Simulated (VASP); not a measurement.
A run of VASP 6.6.1 is set up as follows.

Contents of INCAR:

```
SYSTEM = MgB2
PREC = Accurate
ENCUT = 520
EDIFF = 1E-6
ISMEAR = -1
SIGMA = 0.05
LREAL = .FALSE.
LASPH = .TRUE.
NELM = 80
ALGO = Normal
ISIF = 2
LWAVE = .FALSE.
LCHARG = .FALSE.
NBANDS = 11
```

File KPOINTS:

```
regular mesh
0
G
  15 15 12
  0 0 0
```

The input POSCAR:

```
MgB2
1.0
    3.0850007055      0.0000000000      0.0000000000
   -1.5425003528      2.6716889817      0.0000000000
    0.0000000000      0.0000000000      3.5934600000
Mg B
1 2
Direct
    0.0000000000      0.0000000000      0.0000000000
    0.3333333333      0.6666666667      0.5000000000
    0.6666666667      0.3333333333      0.5000000000
```

Potentials or basis: VASP PAW LDA potentials, release 64 (Mg, B).

Command:

```bash
$ cat potpaw_LDA.64/Mg/POTCAR potpaw_LDA.64/B/POTCAR > POTCAR
$ mpirun -np 1 vasp_std > vasp.out
```

(1) Predict the band gap on the k mesh.

(2) Estimate the pressure.

## Answers

(1) zero (band 4 reaches 6.77 eV, above the bottom of band 5 at 3.15 eV).

(2) -10.0 GPa.

Caveat: the cell differs from its parent crystal (zz strain of +2 %).
